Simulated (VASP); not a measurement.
ZrB2, 3 atoms in the cell. Symmetry: P6/mmm, No. 191, hexagonal system. The conventional cell has a = 3.170 Å, b = 3.170 Å, c = 3.533 Å, α = 90.00°, β = 90.00°, γ = 120.00°. Within 3.4 Å of Zr (site symmetry 6/mmm) lie 12 B at 2.54 Å and 6 Zr at 3.17 Å. B (site symmetry -6m2) has 3 B at 1.83 Å within 2.4 Å. 

| Property | Result |
| --- | --- |
| Program | VASP 6.6.1 |
| Task | single point |
| Functional | BLYP |
| Potentials or basis | VASP PAW PBE potentials, release 64 (Zr_sv, B) |
| Cutoff | 520 eV |
| k mesh | 10 × 10 × 8 |
| Occupations | fermi-dirac, width 0.05 eV |
| Spin | no spin polarisation |
| Dipole correction | no |
| Further INCAR settings | ALGO = Normal; EDIFF = 1e-06; NBANDS = 16 |

Potentials or basis: VASP PAW PBE potentials, release 64 (Zr_sv, B).

Launch:

```bash
$ cat potpaw_PBE.64/Zr_sv/POTCAR potpaw_PBE.64/B/POTCAR > POTCAR
$ mpirun -np 1 vasp_std > vasp.out
```

Hardware: 1 thread of Intel Xeon 8259CL, with other jobs on the host.

Q: Estimate the wall time of this run.

A: Run time: 31 s on 1 thread of Intel Xeon 8259CL (shared host), peak memory 0.16 GiB. Counts: scf iterations 12, k points 70.
